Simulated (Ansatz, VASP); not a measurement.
**NiO: VASP beside Ansatz**

INCAR

```
SYSTEM = NiO
PREC = Accurate
ENCUT = 700
EDIFF = 1E-6
ISMEAR = 0
SIGMA = 0.05
LREAL = .False.
LASPH = .True.
NELM = 200
ALGO = Normal
ISIF = 2
LWAVE = .False.
LCHARG = .True.
ISPIN = 2
MAGMOM = 2 0
LORBIT = 11
LMAXMIX = 4
LDAU = .True.
LDAUTYPE = 2
LDAUL = 2 -1
LDAUU = 6.2 0
LDAUJ = 0 0
LDAUPRINT = 1
GGA = PE
LELF = .True.
LVHAR = .True.
NBANDS = 23
GGA_COMPAT = .False.
```

File KPOINTS:

```
regular mesh
0
Gamma
  6 6 6
  0 0 0
```

The input POSCAR:

```
NiO
1.0
    0.0000000000      2.0859016414      2.0859016414
    2.0859016414      0.0000000000      2.0859016414
    2.0859016414      2.0859016414      0.0000000000
Ni O
1 1
Direct
    0.0000000000      0.0000000000      0.0000000000
    0.5000000000      0.5000000000      0.5000000000
```

Input for Ansatz:

```yaml
crystal:
  lattice:
    - [0.0, 2.0859016414, 2.0859016414]
    - [2.0859016414, 0.0, 2.0859016414]
    - [2.0859016414, 2.0859016414, 0.0]
  atoms:
    - { symbol: Ni, position: [0.0, 0.0, 0.0], spin: 2.0 }
    - { symbol: O, position: [0.5, 0.5, 0.5] }
basis:
  ecutwfc: 420
  ecutrho_ratio: 4
kpoints:
  mp_grid: { grid: [6, 6, 6] }
hamiltonian:
  xc: pbe
  hubbard: { sites: [{ species: Ni, l: d, u_eff: 6.2 }] }
scf:
  occupations: { method: gaussian, width: 0.05 }
output:
  forces: true
  stress: true
  eigenvalues: true
  populations: true
  hubbard: { sites: [{ species: Ni, l: d }] }
magnetization:
  spin_polarized: true
```

Alike in both runs: task single point; functional PBE; k mesh 6 × 6 × 6; occupations gaussian, width 0.05 eV; collinear spin; Hubbard terms Ni d U = 6.2 eV.

```csv
,VASP,Ansatz
version,VASP 6.6.1,Ansatz 0.2.0
potentials or method,"VASP PAW PBE potentials, release 64 (Ni_sv_GW, O), cutoff 700 eV","scalar-relativistic, plane waves, PAW"
valence electrons in the cell,24,24
```

Ansatz gave:

```
gap on the k mesh at the Fermi level (eV)                     : 2.22
least direct gap on the mesh (eV)                             : 2.98
pressure (GPa)                                                : 14.3
net moment per atom (μB)                                      : 1.00
size of the moment on the site where the two differ most (μB) : 1.72
```

**Question.** Estimate VASP's values.

**Answer.** gap on the k mesh at the Fermi level (eV): 2.35; least direct gap on the mesh (eV): 3.45; pressure (GPa): 11.5; net moment per atom (μB): 1.00; size of the moment on the site where the two differ most (μB): 1.79.

Site moments also hang on the region over which each program counts them. The programs project onto different local orbitals, so the same U acts differently, and such runs can settle in different states.

The k mesh is coarse, so the values compare programs but aren't converged.
